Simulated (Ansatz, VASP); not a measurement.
## MoS2 in VASP and in Ansatz

The input INCAR:

```
PREC = Accurate ; ENCUT = 520
EDIFF = 1E-7 ; ISMEAR = 0
SIGMA = 0.1 ; LREAL = F
LASPH = T ; NELM = 150
ALGO = Normal ; ISIF = 2
LWAVE = F ; LCHARG = T
ISPIN = 2 ; MAGMOM = 1 0 0
LORBIT = 11 ; LMAXMIX = 4
GGA = PE ; LELF = T
LVHAR = T ; NBANDS = 24
```

Contents of KPOINTS:

```
regular mesh
0
Gamma
  6 6 6
```

Contents of POSCAR:

```
MoS2
1.0
    1.5855007400      0.9153892800      6.1149997700
   -1.5855007400      0.9153892800      6.1149997700
    0.0000000000     -1.8307785600      6.1149997700
Mo S
1 2
Direct
    0.0000000000      0.0000000000      0.0000000000
    0.7500000000      0.7500000000      0.7500000000
    0.2500000000      0.2500000000      0.2500000000
```

Input for Ansatz:

```yaml
crystal:
  lattice:
    - [1.58550074, 0.91538928, 6.11499977]
    - [-1.58550074, 0.91538928, 6.11499977]
    - [0.0, -1.83077856, 6.11499977]
  atoms:
    - { symbol: Mo, position: [0.0, 0.0, 0.0], spin: 1.0 }
    - { symbol: S, position: [0.75, 0.75, 0.75] }
    - { symbol: S, position: [0.25, 0.25, 0.25] }
basis:
  ecutwfc: 420
kpoints:
  mp_grid: { grid: [6, 6, 6] }
hamiltonian:
  xc: pbe
scf:
  occupations: { method: gaussian, width: 0.1 }
  lower_state_search: "off"
output:
  forces: true
  stress: true
  eigenvalues: true
  populations: true
magnetization:
  spin_polarized: true
```

Alike in both runs: task single point; functional PBE; k mesh 6 × 6 × 6; occupations gaussian, width 0.1 eV; collinear spin.

|  | VASP | Ansatz |
| --- | --- | --- |
| version | VASP 6.6.1 | Ansatz 0.2.0 |
| potentials or method | VASP PAW PBE potentials, release 64 (Mo_sv, S), cutoff 520 eV | scalar-relativistic, plane waves, PAW |
| valence electrons in the cell | 26 | 26 |

|  | VASP | Ansatz | Ansatz less VASP |
| --- | --- | --- | --- |
| gap on the k mesh at the Fermi level (eV) | none | none | - |
| pressure (GPa) | 7.8 | 7.9 | +0.13 |
| traceless stress, the component that is largest in VASP (GPa) | 2.40 | 2.40 | -0.001 |
| rms of the force components (eV/Å) | 0.440 | 0.446 | +0.0059 |
| net moment per atom (μB) | 0.00 | 0.00 | 0.000 |

Atom by atom the forces differ by 0.006 eV/Å (rms over components). A gap of «none» marks a metal or a gap that the smearing closes. Ansatz's warnings: seeded moment not kept.

The k mesh is coarse, so the values compare programs but aren't converged.
